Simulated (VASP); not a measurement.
PN, 4 atoms in the cell. Symmetry: P6_3/mmc, No. 194, hexagonal system. The conventional cell has a = 3.043 Å, b = 3.043 Å, c = 8.096 Å, α = 90.00°, β = 90.00°, γ = 120.00°. P (site symmetry -6m2) has 3 N at 1.76 Å within 2.3 Å. Within 2.3 Å of N (site symmetry -6m2) lie 3 P at 1.76 Å. 

```yaml
Program: VASP 6.6.1
Task: relaxation of cell and atoms
Functional: PBE
Potentials_or_basis: VASP PAW PBE potentials, release 64 (P, N)
Cutoff: 600 eV
k_mesh: 6 × 6 × 2
Occupations: gaussian, width 0.1 eV
Spin: no spin polarisation
Dipole_correction: no
Further_INCAR_settings: ALGO = Normal; EDIFF = 1e-07; IBRION = 2; EDIFFG = -0.04; NSW = 90; ISIF = 3
```

Potentials or basis: VASP PAW PBE potentials, release 64 (P, N).

Launch:

```bash
$ cat potpaw_PBE.64/P/POTCAR potpaw_PBE.64/N/POTCAR > POTCAR
$ mpirun -np 1 vasp_std > vasp.out
```

Hardware: 1 thread of Intel(R) Xeon(R) Platinum 8488C (Sapphire Rapids), with other jobs on the host.

Q: Estimate the wall time of this run.

A: Run time: 35 s on 1 thread of Intel(R) Xeon(R) Platinum 8488C (Sapphire Rapids) (shared host), peak memory 0.19 GiB. Counts: scf iterations 34, k points 14, ion steps 3.
